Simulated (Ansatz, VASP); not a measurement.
# One calculation of Mg, two programs

The input INCAR:

```
ALGO = Fast ; EDIFF = 1E-7
ENCUT = 520 ; GGA = PE
ISIF = 2 ; ISMEAR = 0
LASPH = T ; LCHARG = T
LELF = T ; LREAL = F
LVHAR = T ; LWAVE = F
NBANDS = 9 ; NELM = 100
PREC = Accurate ; SIGMA = 0.15
```

File KPOINTS:

```
k-points
0
Gamma
  18 18 10
```

POSCAR

```
Mg
1.0
    3.2092715325      0.0000000000      0.0000000000
   -1.6046357662      2.7793106748      0.0000000000
    0.0000000000      0.0000000000      5.2103300000
Mg
2
Direct
    0.2290708806      0.5903412539      0.2212110365
    0.6666666667      0.3333333333      0.7500000000
```

Input for Ansatz:

```yaml
crystal:
  lattice:
    - [3.2092715325, 0.0, 0.0]
    - [-1.6046357662, 2.7793106748, 0.0]
    - [0.0, 0.0, 5.21033]
  atoms:
    - { symbol: Mg, position: [0.2290708806, 0.5903412539, 0.2212110365] }
    - { symbol: Mg, position: [0.6666666667, 0.3333333333, 0.75] }
basis:
  ecutwfc: 420
kpoints:
  mp_grid: { grid: [18, 18, 10] }
hamiltonian:
  xc: pbe
scf:
  occupations: { method: gaussian, width: 0.15 }
output:
  forces: true
  stress: true
  eigenvalues: true
```

Alike in both runs: task single point; functional PBE; k mesh 18 × 18 × 10; occupations gaussian, width 0.15 eV; no spin polarisation.

```csv
,VASP,Ansatz
version,VASP 6.6.1,Ansatz 0.2.0
potentials or method,"VASP PAW PBE potentials, release 64 (Mg), cutoff 520 eV","scalar-relativistic, plane waves, PAW"
valence electrons in the cell,4,20
```

Ansatz gave:

| Quantity | Value |
| --- | --- |
| gap on the k mesh at the Fermi level (eV) | none |
| pressure (GPa) | 0.1 |
| traceless stress, the component that is largest in VASP (GPa) | -0.91 |
| rms of the force components (eV/Å) | 0.288 |

Question: Which values does VASP return?

Answer: gap on the k mesh at the Fermi level (eV): none; pressure (GPa): 0.0; traceless stress, the component that is largest in VASP (GPa): -0.91; rms of the force components (eV/Å): 0.288.

Atom by atom the forces differ by 0.001 eV/Å (rms over components). A gap of «none» marks a metal or a gap that the smearing closes. With one functional, cell and mesh, what is left measures potentials, basis and numerics. VASP's potentials hold 4 valence electrons a cell and Ansatz's 20, so a difference there can come from the potentials and not from the codes.
